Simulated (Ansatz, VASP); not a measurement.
## One calculation of WS2, two programs

The input INCAR:

```
ALGO = Normal
DIPOL = 0.5 0.5 0.408
EDIFF = 1E-6
ENCUT = 520
GGA = PE
IDIPOL = 3
ISIF = 2
ISMEAR = 0
IVDW = 12
LASPH = T
LCHARG = T
LDIPOL = T
LELF = T
LREAL = F
LVACPOTAV = T
LVHAR = T
LWAVE = F
NBANDS = 35
NELM = 60
PREC = Accurate
SIGMA = 0.05
```

Contents of KPOINTS:

```
k-points
0
Gamma
  9 9 1
```

Contents of POSCAR:

```
WS2
1.0
    3.1595457497      0.0000000000      0.0000000000
   -1.5797728749      2.7362468836      0.0000000000
    0.0000000000      0.0000000000     23.8042575719
S W
4 2
Direct
    0.3333333333      0.6666666667      0.1890418126
    0.3333333333      0.6666666667      0.3214605103
    0.8333333333      0.6666666667      0.4953789779
    0.8333333333      0.6666666667      0.6277976756
    0.6666666667      0.3333333333      0.2552511581
    0.5000000000      1.0000000000      0.5615883234
```

Input for Ansatz:

```yaml
crystal:
  lattice:
    - [3.1595457497, 0.0, 0.0]
    - [-1.5797728749, 2.7362468836, 0.0]
    - [0.0, 0.0, 23.8042575719]
  atoms:
    - { symbol: S, position: [0.3333333333, 0.6666666667, 0.1890418126] }
    - { symbol: W, position: [0.6666666667, 0.3333333333, 0.2552511581] }
    - { symbol: S, position: [0.3333333333, 0.6666666667, 0.3214605103] }
    - { symbol: S, position: [0.8333333333, 0.6666666667, 0.4953789779] }
    - { symbol: W, position: [0.5, 1.0, 0.5615883234] }
    - { symbol: S, position: [0.8333333333, 0.6666666667, 0.6277976756] }
basis:
  ecutwfc: 420
kpoints:
  mp_grid: { grid: [9, 9, 1] }
hamiltonian:
  xc: pbe
  pseudopotentials: { kind: paw, azcp: { folder: soft_1 } }
  dispersion: d3bj
scf:
  occupations: { method: gaussian, width: 0.05 }
output:
  forces: true
  eigenvalues: true
efield:
  axis: 3
  dipole_correction: true
  ramp_width: 0.04
```

Alike in both runs: task single point; functional PBE; dispersion D3(BJ); k mesh 9 × 9 × 1; occupations gaussian, width 0.05 eV; no spin polarisation.

```csv
,VASP,Ansatz
version,VASP 6.6.1,Ansatz 0.2.0
potentials or method,"VASP PAW PBE potentials, release 64 (S, W_sv), cutoff 520 eV","scalar-relativistic, plane waves, PAW"
valence electrons in the cell,52,52
```

VASP gave:

```
gap on the k mesh at the Fermi level (eV) : 1.92
least direct gap on the mesh (eV)         : 1.92
rms of the force components (eV/Å)        : 0.025
```

Question: Which values does Ansatz return?

Answer: gap on the k mesh at the Fermi level (eV): 1.91; least direct gap on the mesh (eV): 1.91; rms of the force components (eV/Å): 0.024.

Spin-orbit coupling is off throughout.
